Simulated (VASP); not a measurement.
# Ni in VASP: a series of runs

Ni is run at these levels: PBE; tasks: single point.

Program: VASP 6.6.1. These are calculated values, not measurements. Logs are shortened: lines on timing, memory, paths and dates and some standing lists are left out, and cuts for length are marked.

## (1) The cell of the first run

The cell holds a slab with vacuum, 5 atoms: a = 2.488 Å, b = 3.519 Å, c = 20.976 Å, α = 90.00°, β = 90.00°, γ = 90.00°.

## (2) Single point, PBE, collinear spin, ferromagnetic start

INCAR

```
ALGO     = Normal         # electronic algorithm
DIPOL    = 0.5 0.5 0.500
EDIFF    = 1E-7           # SCF threshold, eV
ENCUT    = 520            # plane-wave cutoff, eV
GGA      = PE             # functional
IDIPOL   = 3            
ISIF     = 2              # what is computed and relaxed
ISMEAR   = -1             # smearing method
ISPIN    = 2              # spin polarisation
LASPH    = True           # aspherical terms in the spheres
LCHARG   = True           # write CHGCAR
LDIPOL   = True         
LELF     = True           # ELF
LMAXMIX  = 4              # l up to which the mixer works
LORBIT   = 11             # projections on sites
LREAL    = False          # projectors in reciprocal space
LVACPOTAV= True         
LVHAR    = True         
LWAVE    = False          # write WAVECAR
MAGMOM   = 1 1 1 1 1      # initial moments
NBANDS   = 37             # bands
NELM     = 150            # most SCF steps
PREC     = Accurate       # precision mode
SIGMA    = 0.05           # smearing width, eV
```

KPOINTS

```
k-points
0
Gamma
  15 10 1
```

POSCAR

```
Ni
1.0
    2.4880369134      0.0000000000      0.0000000000
    0.0000000000      3.5186155466      0.0000000000
    0.0000000000      0.0000000000     20.9761000000
Ni
5
Direct
    0.0000000000      0.0000000000      0.3813870590
    0.5000000000      0.5000000000      0.4406935293
    0.0000000000      0.0000000000      0.5000000000
    0.5000000000      0.5000000000      0.5593064707
    0.0000000000      0.0000000000      0.6186129410
```

Potentials or basis: VASP PAW PBE potentials, release 64 (Ni).

On the command line:

```sh
> cat potpaw_PBE.64/Ni/POTCAR > POTCAR
> mpirun -np 1 vasp_std > vasp.out
```

OUTCAR:

```text
EDIFF = 1E-7
   ENCUT = 520
   GGA = PE
   ISIF = 2
   ISMEAR = -1
   ISPIN = 2
   LASPH = True
   LORBIT = 11
   LREAL = False
   NELM = 150
   PREC = Accurate

 ion  position               nearest neighbor table
   1  0.000  0.000  0.381-   2 2.49   2 2.49   2 2.49   2 2.49   3 2.49
   2  0.500  0.500  0.441-   1 2.49   1 2.49   1 2.49   1 2.49   3 2.49   3 2.49   3 2.49   3 2.49
                             4 2.49
   3  0.000  0.000  0.500-   1 2.49   5 2.49   4 2.49   2 2.49   2 2.49   4 2.49   2 2.49   4 2.49
                             2 2.49   4 2.49
   4  0.500  0.500  0.559-   5 2.49   5 2.49   5 2.49   5 2.49   3 2.49   3 2.49   3 2.49   3 2.49
                             2 2.49
   5  0.000  0.000  0.619-   4 2.49   4 2.49   4 2.49   4 2.49   3 2.49

  LATTYP: Found a simple orthorhombic cell.
 ALAT       =     2.4880369134
 B/A-ratio  =     1.4142135624
 C/A-ratio  =     8.4307832762

  Lattice vectors:

 A1 = (   2.4880369134,   0.0000000000,   0.0000000000)
 A2 = (   0.0000000000,   3.5186155466,   0.0000000000)
 A3 = (   0.0000000000,   0.0000000000,  20.9761000000)

Analysis of symmetry for initial positions (statically):
=====================================================================
 Subroutine PRICEL returns:
 Original cell was already a primitive cell.

 Routine SETGRP: Setting up the symmetry group for a
 simple orthorhombic supercell.

 Subroutine GETGRP returns: Found  8 space group operations
 (whereof  8 operations were pure point group operations)
 out of a pool of  8 trial point group operations.

The static configuration has the point symmetry D_2h.

Analysis of symmetry for dynamics (positions and initial velocities):
=====================================================================
 Subroutine PRICEL returns:
 Original cell was already a primitive cell.

 Routine SETGRP: Setting up the symmetry group for a
 simple orthorhombic supercell.

 Subroutine GETGRP returns: Found  8 space group operations
 (whereof  8 operations were pure point group operations)
 out of a pool of  8 trial point group operations.

The dynamic configuration has the point symmetry D_2h.

Analysis of structural, dynamic, and magnetic symmetry:
=====================================================================
 Subroutine PRICEL returns:
 Original cell was already a primitive cell.

 Routine SETGRP: Setting up the symmetry group for a
 simple orthorhombic supercell.

 Subroutine GETGRP returns: Found  8 space group operations
 (whereof  8 operations were pure point group operations)
 out of a pool of  8 trial point group operations.

[... 141 lines left out ...]
 NGX is ok and might be reduce to    20
   NGX =  9   NGY = 13   NGZ = 79

 number of electron      49.9999934 magnetization       3.5795177

 dipolmoment           0.000000      0.000000     -0.000000 electrons x Angstroem

 Free energy of the ion-electron system (eV)
  ---------------------------------------------------
  ext. energy  EPLUGINS =         0.00000000
  ---------------------------------------------------
  free energy    TOTEN  =       -24.83791676 eV

  energy without entropy =      -24.76035219  energy(sigma->0) =      -24.79913447

 E-fermi :  -0.3430     XC(G=0):  -4.9389

 val. band max:       -0.3430478654   @ k =   0.1333   0.2000   0.0000
 cond. band min:      -0.3428366859   @ k =   0.0667   0.2000   0.0000
 fundamental gap:      0.0002111795
 Fermi energy:        -0.3430478355

 spin component 1

 k-point     1 :       0.0000    0.0000    0.0000
  band No.  band energies     occupation
      1      -8.5168      1.00000
      2      -6.4363      1.00000
      3      -4.6613      1.00000
      4      -4.4500      1.00000
      5      -3.9973      1.00000
      6      -3.8990      1.00000
[... 949 lines left out ...]
     36       9.1143      0.00000
     37       9.2275      0.00000

 [... further k-points ...]

 spin component 2

 k-point     1 :       0.0000    0.0000    0.0000
  band No.  band energies     occupation
      1      -8.5414      1.00000
      2      -6.4340      1.00000
      3      -4.3018      1.00000
      4      -4.0040      1.00000
      5      -3.4615      1.00000
      6      -3.3235      1.00000
[... 949 lines left out ...]
     36       9.2600      0.00000
     37       9.4456      0.00000

 [... further k-points ...]

------------------------ aborting loop because EDIFF is reached ----------------------------------------

  FORCE on cell =-STRESS in cart. coord.  units (eV):
  Direction    XX          YY          ZZ          XY          YZ          ZX
  --------------------------------------------------------------------------------------
  -------------------------------------------------------------------------------------
  Total       -2.7172767     -3.1306170     -2.0101759     -0.0000000      0.0000000      0.0000000
  in kB      -23.7077896    -27.3141155    -17.5384519     -0.0000000      0.0000000      0.0000000
  external PRESSURE =     -22.8534523 kB  Pullay stress =       0.0000000 kB

 VOLUME and BASIS-vectors are now :
 -----------------------------------------------------------------------------
  energy-cutoff  :      520.00
  volume of cell :      183.63
      direct lattice vectors                 reciprocal lattice vectors
     2.488036913  0.000000000  0.000000000     0.401923297  0.000000000  0.000000000
     0.000000000  3.518615547  0.000000000     0.000000000  0.284202689  0.000000000
     0.000000000  0.000000000 20.976100000     0.000000000  0.000000000  0.047673304

 POSITION                                       TOTAL-FORCE (eV/Angst)
 -----------------------------------------------------------------------------------
      0.00000      0.00000      8.00001         0.000000      0.000000      0.690921
      1.24402      1.75931      9.24403         0.000000      0.000000     -0.575343
      0.00000      0.00000     10.48805         0.000000      0.000000      0.000000
      1.24402      1.75931     11.73207         0.000000      0.000000      0.575343
      0.00000      0.00000     12.97609         0.000000      0.000000     -0.690921
 -----------------------------------------------------------------------------------
    total drift:                                0.000000      0.000000     -0.000000

  FREE ENERGIE OF THE ION-ELECTRON SYSTEM (eV)
  ---------------------------------------------------
  free  energy   TOTEN  =       -24.8379167572 eV

  energy  without entropy=      -24.7603521865  energy(sigma->0) =      -24.79913447

 vacuum level on the upper side and lower side of the slab         4.170         4.170

 total charge

# of ion       s       p       d       tot
------------------------------------------
    1        0.462   0.292   8.319   9.074
    2        0.491   0.465   8.303   9.258
    3        0.496   0.491   8.308   9.295
    4        0.491   0.465   8.303   9.258
    5        0.462   0.292   8.319   9.074
--------------------------------------------------
tot          2.401   2.005  41.553  45.960

 magnetization (x)

# of ion       s       p       d       tot
------------------------------------------
    1        0.002  -0.013   0.799   0.788
    2       -0.007  -0.024   0.691   0.660
    3       -0.006  -0.025   0.743   0.713
    4       -0.007  -0.024   0.691   0.660
    5        0.002  -0.013   0.799   0.788
--------------------------------------------------
tot         -0.015  -0.100   3.723   3.608
```

stdout:

```text
POSCAR found type information on POSCAR Ni
 POSCAR found :  1 types and       5 ions
 scaLAPACK will be used
 LDA part: xc-table for (Slater+PW92), standard interpolation
 POSCAR, INCAR and KPOINTS ok, starting setup
 FFT: planning ... GRIDC
 FFT: planning ... GRID_SOFT
 FFT: planning ... GRID
 WAVECAR not read
 entering main loop
 -----------------------------------------------------------------------------
|                                                                             |
|           W    W    AA    RRRRR   N    N  II  N    N   GGGG   !!!           |
|           W    W   A  A   R    R  NN   N  II  NN   N  G    G  !!!           |
|           W    W  A    A  R    R  N N  N  II  N N  N  G       !!!           |
|           W WW W  AAAAAA  RRRRR   N  N N  II  N  N N  G  GGG   !            |
|           WW  WW  A    A  R   R   N   NN  II  N   NN  G    G                |
|           W    W  A    A  R    R  N    N  II  N    N   GGGG   !!!           |
|                                                                             |
|     Did not find any points to average over, which means that no vacuum     |
|     field-free region was found. Please increase the size of  your cell     |
|     in the dimension of the dipole correction to obtain accurate            |
|     workfunction values.                                                    |
|                                                                             |
 -----------------------------------------------------------------------------
```

Run time: 32 min. Hardware: 1 thread of Intel Xeon Platinum 8175M at 2.50GHz (Skylake/Cascade Lake), shared host; peak memory 0.63 GiB.

What came out:

- Free energy: -24.8379 eV
- Largest force: 0.691 eV/Å
- Net moment: 3.58 μB per cell
- Site moments: Ni +0.79, +0.66, +0.71 (each value once) μB
- Valence electrons inside the program's atomic spheres: Ni 9.07, 9.26, 9.29 (each value once)

Forces in eV/Å, atoms in the order of the input:
```
Ni   0.000  0.000  0.691
Ni   0.000  0.000 -0.575
Ni   0.000  0.000  0.000
Ni   0.000  0.000  0.575
Ni   0.000  0.000 -0.691
```

## (3) Single point, PBE, collinear spin, ferromagnetic start

INCAR

```
ALGO = Normal
DIPOL = 0.5 0.5 0.500
EDIFF = 1E-7
ENCUT = 520
GGA = PE
IDIPOL = 3
ISIF = 2
ISMEAR = -1
ISPIN = 2
LASPH = T
LCHARG = F
LDIPOL = T
LMAXMIX = 4
LORBIT = 11
LREAL = F
LWAVE = F
MAGMOM = 1 1 1 1 1
NBANDS = 37
NELM = 150
PREC = Accurate
SIGMA = 0.05
```

KPOINTS is that of step 2.

POSCAR

```
Ni
1.0
    2.4880369134      0.0000000000      0.0000000000
    0.0000000000      3.5186155466      0.0000000000
    0.0000000000      0.0000000000     20.9761000000
Ni
5
Direct
    0.0000000000      0.0000000000      0.3860411454
    0.5000000000      0.5000000000      0.4386670200
    0.0000000000      0.0000000000      0.5000002784
    0.5000000000      0.5000000000      0.5613327553
    0.0000000000      0.0000000000      0.6139588009
```

Potentials or basis: VASP PAW PBE potentials, release 64 (Ni).

On the command line:

```sh
> cat potpaw_PBE.64/Ni/POTCAR > POTCAR
> mpirun -np 1 vasp_std > vasp.out
```

Wall time 17 min (1 thread of Intel Xeon Platinum 8488C (Sapphire Rapids), shared host); peak memory 0.64 GiB.

It converged, with:

```
Free energy                                           : -24.9335 eV
Largest force                                         : 0.011 eV/Å
Net moment                                            : 3.50 μB per cell
Site moments                                          : Ni +0.77, +0.66, +0.68 (each value once) μB
Valence electrons inside the program's atomic spheres : Ni 9.15, 9.28, 9.31 (each value once)
```

Forces on the atoms (eV/Å):
```
Ni   0.000  0.000  0.008
Ni   0.000  0.000  0.011
Ni   0.000  0.000  0.000
Ni   0.000  0.000 -0.011
Ni   0.000  0.000 -0.008
```

Levels at points of the mesh, in eV from the Fermi level:
Spin up:
```tsv
k point	band 24	band 25	band 26	band 27	band 28	band 29	band 30	band 31
(0.00, 0.00, 0.00)	-0.83	-0.68	-0.64	-0.57	-0.49	1.32	3.71	3.73
(0.00, 0.50, 0.00)	-0.68	-0.66	-0.66	-0.65	-0.53	-0.30	0.52	1.91
```
Spin down:
| k point | band 21 | band 22 | band 23 | band 24 | band 25 | band 26 | band 27 | band 28 |
| --- | --- | --- | --- | --- | --- | --- | --- | --- |
| (0.00, 0.00, 0.00) | -0.51 | -0.39 | -0.33 | -0.09 | 0.04 | 0.16 | 0.27 | 0.44 |
| (0.00, 0.50, 0.00) | -0.34 | -0.19 | 0.07 | 0.12 | 0.13 | 0.17 | 0.19 | 0.20 |
